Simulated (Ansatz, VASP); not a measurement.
# Sb in VASP and in Ansatz

File INCAR:

```
  PREC = Accurate
  ENCUT = 520
  EDIFF = 1E-6
  ISMEAR = 0
  SIGMA = 0.02
  LREAL = F
  LASPH = T
  NELM = 100
  ALGO = Normal
  ISIF = 2
  LWAVE = F
  LCHARG = F
  GGA = CA
  NBANDS = 8
```

File KPOINTS:

```
regular mesh
0
Gamma
  10 10 10
```

Contents of POSCAR:

```
Sb
1.0
    0.0000000000      2.3712425216      2.3712425216
    2.3712425216      0.0000000000      2.3712425216
    2.3712425216      2.3712425216      0.0000000000
Sb
1
Direct
    0.0000000000      0.0000000000      0.0000000000
```

File input.yaml:

```yaml
crystal:
  lattice:
    - [0.0, 2.3712425216, 2.3712425216]
    - [2.3712425216, 0.0, 2.3712425216]
    - [2.3712425216, 2.3712425216, 0.0]
  atoms:
    - { symbol: Sb, position: [0.0, 0.0, 0.0] }
kpoints:
  mp_grid: { grid: [10, 10, 10] }
scf:
  occupations: { method: gaussian, width: 0.02 }
hamiltonian:
  xc: lda
  pseudopotentials: { kind: all_electron, lapw: { basis_error: 0.001 } }
output:
  forces: true
  stress: true
  eigenvalues: true
```

Alike in both runs: task single point; functional LDA; k mesh 10 × 10 × 10; occupations gaussian, width 0.02 eV; no spin polarisation.

|  | VASP | Ansatz |
| --- | --- | --- |
| version | VASP 6.6.1 | Ansatz 0.2.0 |
| potentials or method | VASP PAW LDA potentials, release 64 (Sb), cutoff 520 eV | all-electron LAPW, scalar-relativistic |

VASP gave:

| Quantity | Value |
| --- | --- |
| gap on the k mesh at the Fermi level (eV) | none |
| pressure (GPa) | -2.1 |

Q: Estimate Ansatz's values.

A: gap on the k mesh at the Fermi level (eV): none; pressure (GPa): -2.2.

LDA's correlation is that of Perdew and Zunger in VASP and of Perdew and Wang (1992) in Ansatz. A gap of «none» marks a metal or a gap that the smearing closes. Ansatz ran all-electron here, and VASP with PAW potentials.

Spin-orbit coupling is off throughout.
